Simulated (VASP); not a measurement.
# In2Sb (P6_3/mmc) in VASP: single point with r2SCAN

Aim: the single point of In2Sb with r2SCAN.

Program: VASP 6.6.1. These are calculated values, not measurements. Logs are shortened: lines on timing, memory, paths and dates and some standing lists are left out, and cuts for length are marked.

### Step 1. The cell of the first run

It takes space group P6_3/mmc (No. 194, hexagonal). The conventional cell has a = 5.380 Å, b = 5.380 Å, c = 6.723 Å, α = 90.00°, β = 90.00°, γ = 120.00°. Within 4.1 Å of In (site symmetry -6m2) lie 5 Sb at 3.11 to 3.36 Å and 6 In at 3.53 Å. In (site symmetry -3m) has 8 In at 3.36 to 3.53 Å and 6 Sb at 3.53 Å within 4.4 Å. Within 4.1 Å of Sb (site symmetry -6m2) lie 11 In at 3.11 to 3.53 Å.

### Step 2. Single point, r2SCAN

File POSCAR:

```
In2Sb
1.0
    5.3799042018      0.0000000000      0.0000000000
   -2.6899521009      4.6591337087      0.0000000000
    0.0000000000      0.0000000000      6.7225520000
In Sb
4 2
Direct
    0.6666666667      0.3333333333      0.2500000000
    0.3333333333      0.6666666667      0.7500000000
    0.0000000000      0.0000000000      0.5000000000
    0.0000000000      0.0000000000      0.0000000000
    0.6666666667      0.3333333333      0.7500000000
    0.3333333333      0.6666666667      0.2500000000
```

File INCAR.step1:

```
PREC = Accurate
ENCUT = 520
ISMEAR = 1
SIGMA = 0.05
LREAL = F
LASPH = T
NELM = 80
NBANDS = 40
GGA = PE
ALGO = Normal
EDIFF = 1E-4
LWAVE = T
LCHARG = F
```

File INCAR.step2:

```
PREC = Accurate
ENCUT = 520
EDIFF = 1E-6
ISMEAR = 1
SIGMA = 0.05
LREAL = F
LASPH = T
NELM = 80
ALGO = Normal
ISIF = 2
LWAVE = F
LCHARG = F
METAGGA = R2SCAN
LMIXTAU = T
NBANDS = 40
ISTART = 1
```

File KPOINTS:

```
Automatic mesh
0
Gamma
  12 12 6
```

Potentials or basis: VASP PAW PBE potentials, release 64 (In_d, Sb).

Run with:

```bash
$ cat potpaw_PBE.64/In_d/POTCAR potpaw_PBE.64/Sb/POTCAR > POTCAR
$ cp INCAR.step1 INCAR
$ mpirun -np 1 vasp_std > vasp.out
$ cp INCAR.step2 INCAR
$ mpirun -np 1 vasp_std > vasp.out
```

OUTCAR:

```text
PREC = Accurate
   ENCUT = 520
   EDIFF = 1E-6
   ISMEAR = 1
   LREAL = F
   LASPH = T
   NELM = 80
   ISIF = 2
   METAGGA = R2SCAN
   ISTART = 1

 ion  position               nearest neighbor table
   1  0.667  0.333  0.250-   6 3.11   6 3.11   6 3.11   5 3.36   5 3.36   3 3.53   4 3.53   3 3.53
                             4 3.53   3 3.53   4 3.53
   2  0.333  0.667  0.750-   5 3.11   5 3.11   5 3.11   6 3.36   6 3.36   3 3.53   4 3.53   4 3.53
                             3 3.53   4 3.53   3 3.53
   3  0.000  0.000  0.500-   4 3.36   4 3.36   1 3.53   5 3.53   6 3.53   2 3.53   1 3.53   5 3.53
                             2 3.53   6 3.53   1 3.53   5 3.53   2 3.53   6 3.53
   4  0.000  0.000  0.000-   3 3.36   3 3.36   1 3.53   5 3.53   6 3.53   2 3.53   1 3.53   5 3.53
                             2 3.53   6 3.53   1 3.53   5 3.53   2 3.53   6 3.53
   5  0.667  0.333  0.750-   2 3.11   2 3.11   2 3.11   1 3.36   1 3.36   3 3.53   4 3.53   3 3.53
                             4 3.53   3 3.53   4 3.53
   6  0.333  0.667  0.250-   1 3.11   1 3.11   1 3.11   2 3.36   2 3.36   3 3.53   4 3.53   4 3.53
                             3 3.53   4 3.53   3 3.53

  LATTYP: Found a hexagonal cell.
 ALAT       =     5.3799042018
 C/A-ratio  =     1.2495672317

  Lattice vectors:

 A1 = (   5.3799042018,   0.0000000000,   0.0000000000)
 A2 = (  -2.6899521009,   4.6591337087,   0.0000000000)
 A3 = (   0.0000000000,   0.0000000000,   6.7225520000)

Analysis of symmetry for initial positions (statically):
=====================================================================
 Subroutine PRICEL returns:
 Original cell was already a primitive cell.

 Routine SETGRP: Setting up the symmetry group for a
 hexagonal supercell.

 Subroutine GETGRP returns: Found 24 space group operations
 (whereof 12 operations were pure point group operations)
 out of a pool of 24 trial point group operations.

The static configuration has the point symmetry D_3d.
 The point group associated with its full space group is D_6h.

Analysis of symmetry for dynamics (positions and initial velocities):
=====================================================================
 Subroutine PRICEL returns:
 Original cell was already a primitive cell.

 Routine SETGRP: Setting up the symmetry group for a
 hexagonal supercell.

 Subroutine GETGRP returns: Found 24 space group operations
 (whereof 12 operations were pure point group operations)
 out of a pool of 24 trial point group operations.

The dynamic configuration has the point symmetry D_3d.
 The point group associated with its full space group is D_6h.

 Subroutine INISYM returns: Found 24 space group operations
 (whereof 12 operations are pure point group operations),
 and found     1 'primitive' translations

----------------------------------------------------------------------------------------

                                     Primitive cell

  volume of cell :     168.5054

  direct lattice vectors                    reciprocal lattice vectors
     5.379904202  0.000000000  0.000000000     0.185876916  0.107316087  0.000000000
    -2.689952101  4.659133709  0.000000000     0.000000000  0.214632175  0.000000000
     0.000000000  0.000000000  6.722552000     0.000000000  0.000000000  0.148753033

  length of vectors
     5.379904202  5.379904202  6.722552000     0.214632175  0.214632175  0.148753033

  position of ions in fractional coordinates (direct lattice)
     0.666666667  0.333333333  0.250000000
     0.333333333  0.666666667  0.750000000
     0.000000000  0.000000000  0.500000000
     0.000000000  0.000000000  0.000000000
     0.666666667  0.333333333  0.750000000
     0.333333333  0.666666667  0.250000000

  ion indices of the primitive-cell ions
   primitive index   ion index
                 1           1
                 2           2
                 3           3
                 4           4
                 5           5
                 6           6

----------------------------------------------------------------------------------------

 KPOINTS: Automatic mesh

Automatic generation of k-mesh.
 Grid dimensions read from file:
 generate k-points for:   12   12    6

 Generating k-lattice:

  Cartesian coordinates                     Fractional coordinates (reciprocal lattice)
     0.015489743  0.008943007  0.000000000     0.083333333  0.000000000  0.000000000
     0.000000000  0.017886015  0.000000000     0.000000000  0.083333333  0.000000000
     0.000000000  0.000000000  0.024792172     0.000000000  0.000000000  0.166666667

  Length of vectors
     0.017886015  0.017886015  0.024792172

  Shift w.r.t. Gamma in fractional coordinates (k-lattice)
     0.000000000  0.000000000  0.000000000

 Subroutine IBZKPT returns following result:
 ===========================================

 Found     76 irreducible k-points:

 Following reciprocal coordinates:
            Coordinates               Weight
  0.000000  0.000000  0.000000      1.000000
  0.083333  0.000000  0.000000      6.000000
  0.166667  0.000000  0.000000      6.000000
  0.250000  0.000000  0.000000      6.000000
  0.333333  0.000000  0.000000      6.000000
  0.416667  0.000000  0.000000      6.000000
[... 16 lines left out ...]
  0.250000  0.000000  0.166667     12.000000
  0.333333  0.000000  0.166667     12.000000
 [... further k-points ...]
   k-points           NKPTS =     76   k-points in BZ     NKDIM =     76   number of bands    NBANDS=     40
   number of dos      NEDOS =    301   number of ions     NIONS =      6
   total plane-waves  NPLWV =  80000
   dimension x,y,z NGX =    40 NGY =   40 NGZ =   50
   dimension x,y,z NGXF=    80 NGYF=   80 NGZF=  100
   ions per type =               4   2
   NGX,Y,Z   is equivalent  to a cutoff of  12.36, 12.36, 12.36 a.u.
   NGXF,Y,Z  is equivalent  to a cutoff of  24.72, 24.72, 24.73 a.u.
 SYSTEM =  unknown system
   PREC   = accura    normal or accurate (medium, high low for compatibility)
   ISTART =      1    job   : 0-new  1-cont  2-samecut
   ICHARG =      0    charge: 1-file 2-atom 10-const
   ISPIN  =      1    spin polarized calculation?
   LNONCOLLINEAR =      F non collinear calculations
   LSORBIT =      F    spin-orbit coupling
   LASPH  =      T    aspherical Exc in radial PAW
   ENCUT  =  520.0 eV  38.22 Ry    6.18 a.u.  10.00 10.00 12.50*2*pi/ulx,y,z
   NELM   =     80;   NELMIN=  2; NELMDL=  0     # of ELM steps
   EDIFF  = 0.1E-05   stopping-criterion for ELM
   LREAL  =      F    real-space projection
   EDIFFG = 0.1E-04   stopping-criterion for IOM
   NSW    =      0    number of steps for IOM
   IBRION =     -1    ionic relax: 0-MD 1-quasi-New 2-CG
   NFREE  =      0    steps in history (QN), initial steepest desc. (CG)
   ISIF   =      2    stress and relaxation
   ISYM   =      2    0-nonsym 1-usesym 2-fastsym
   POTIM  = 0.5000    time-step for ionic-motion
   TEBEG  =    0.0;   TEEND  =   0.0 temperature during run
   PSTRESS=    0.0 pullay stress
   NELECT =      62.0000    total number of electrons
   NUPDOWN=      -1.0000    fix difference up-down
   EMIN   =  10.00;   EMAX   =-10.00  energy-range for DOS
   EFERMI =   0.00;   METHOD = LEGACY
   ISMEAR =     1;   SIGMA  =   0.05  broadening in eV -4-tet -1-fermi 0-gaus
   EFERMI_NEDOS =   21; number of points for ismear=-14 and -15
   IALGO  =     38    algorithm
   IMIX   =      4    mixing-type and parameters
     AMIX     =   0.40;   BMIX     =  1.00
     AMIX_MAG =   1.60;   BMIX_MAG =  1.00
  volume/ion in A,a.u.               =      28.08       189.52
  Fermi-wavevector in a.u.,A,eV,Ry     =   1.173097  2.216833 18.723762  1.376158
  Thomas-Fermi vector in A             =   2.309516
   LORBIT       =      0    0 simple, 1 ext, 2 COOP (PROOUT), +10 PAW based schemes
   METAGGA = R2SCAN    functional components
   LHFCALC =     F    Hartree Fock is set to
   AEXX    =    0.0000 exact exchange contribution
   IVDW    =     0    specifies the selected vdW correction
   LEPSILON=     F    determine dielectric tensor
   LRPA    =     F    only Hartree local field effects (RPA)
 non-spin polarized calculation
 Methfessel and Paxton  Order N= 1 SIGMA  =   0.05
  energy-cutoff  :      520.00
  volume of cell :      168.51
 maximum number of plane-waves:      4578
   NGX = 21   NGY = 21   NGZ = 25

 number of electron      62.0000005 magnetization

 Free energy of the ion-electron system (eV)
  ---------------------------------------------------
  ext. energy  EPLUGINS =         0.00000000
  ---------------------------------------------------
  free energy    TOTEN  =      -141.58991042 eV

  energy without entropy =     -141.58977350  energy(sigma->0) =     -141.58986478

 E-fermi :   7.1800     XC(G=0): -10.5679

 val. band max:        7.1681138933   @ k =   0.2500   0.0000   0.5000
 cond. band min:       7.1825978732   @ k =   0.0833   0.0000   0.5000
 fundamental gap:      0.0144839800
 Fermi energy:         7.1800264760

 k-point     1 :       0.0000    0.0000    0.0000
  band No.  band energies     occupation
      1      -8.2439      2.00000
      2      -8.2380      2.00000
      3      -8.2380      2.00000
      4      -8.1931      2.00000
      5      -8.1931      2.00000
      6      -8.1439      2.00000
[... 32 lines left out ...]
     39       9.6368      0.00000
     40      10.8242      0.00000

 k-point     2 :       0.0833    0.0000    0.0000
  band No.  band energies     occupation
      1      -8.2432      2.00000
      2      -8.2392      2.00000
      3      -8.2355      2.00000
      4      -8.1909      2.00000
      5      -8.1888      2.00000
      6      -8.1397      2.00000
[... 935 lines left out ...]
     39      10.9523      0.00000
     40      12.2912      0.00000

 k-point    24 :       0.3333    0.0000    0.1667
  band No.  band energies     occupation
      1      -8.2312      2.00000
      2      -8.2104      2.00000
      3      -8.2089      2.00000
      4      -8.1694      2.00000
      5      -8.1672      2.00000
      6      -8.1329      2.00000
[... 32 lines left out ...]
     39      11.7882      0.00000
     40      12.0444      0.00000

 [... further k-points ...]

------------------------ aborting loop because EDIFF is reached ----------------------------------------

  FORCE on cell =-STRESS in cart. coord.  units (eV):
  Direction    XX          YY          ZZ          XY          YZ          ZX
  --------------------------------------------------------------------------------------
  -------------------------------------------------------------------------------------
  Total       -0.3394683     -0.3394683     -2.3325756      0.0000000      0.0000000      0.0000000
  in kB       -3.2277203     -3.2277203    -22.1785132      0.0000000      0.0000000      0.0000000
  external PRESSURE =      -9.5446513 kB  Pullay stress =       0.0000000 kB

 VOLUME and BASIS-vectors are now :
 -----------------------------------------------------------------------------
  energy-cutoff  :      520.00
  volume of cell :      168.51
      direct lattice vectors                 reciprocal lattice vectors
     5.379904202  0.000000000  0.000000000     0.185876916  0.107316087  0.000000000
    -2.689952101  4.659133709  0.000000000     0.000000000  0.214632175  0.000000000
     0.000000000  0.000000000  6.722552000     0.000000000  0.000000000  0.148753033

 POSITION                                       TOTAL-FORCE (eV/Angst)
 -----------------------------------------------------------------------------------
      2.68995      1.55304      1.68064         0.000000     -0.000000      0.000000
     -0.00000      3.10609      5.04191        -0.000000     -0.000000     -0.000000
      0.00000      0.00000      3.36128         0.000000     -0.000000      0.000000
      0.00000      0.00000      0.00000         0.000000     -0.000000      0.000000
      2.68995      1.55304      5.04191        -0.000000      0.000000      0.000000
     -0.00000      3.10609      1.68064         0.000000      0.000000     -0.000000
 -----------------------------------------------------------------------------------
    total drift:                               -0.000000     -0.000000     -0.000000

  FREE ENERGIE OF THE ION-ELECTRON SYSTEM (eV)
  ---------------------------------------------------
  free  energy   TOTEN  =      -141.5899104239 eV

  energy  without entropy=     -141.5897735039  energy(sigma->0) =     -141.58986478
```

Wall time 17 min (1 thread of Intel Xeon 6975P-C (Granite Rapids), shared host); peak memory 0.57 GiB.

Results:

- Free energy: -141.5899 eV
- Pressure: -1.0 GPa
- Band gap on the k mesh: zero (band 31 reaches 8.21 eV, above the bottom of band 32 at 6.00 eV)

Caveat: the PAW data sets were made with another functional, which shifts forces and pressure a little; spin-orbit coupling is left out, which moves the levels of the heavy elements.
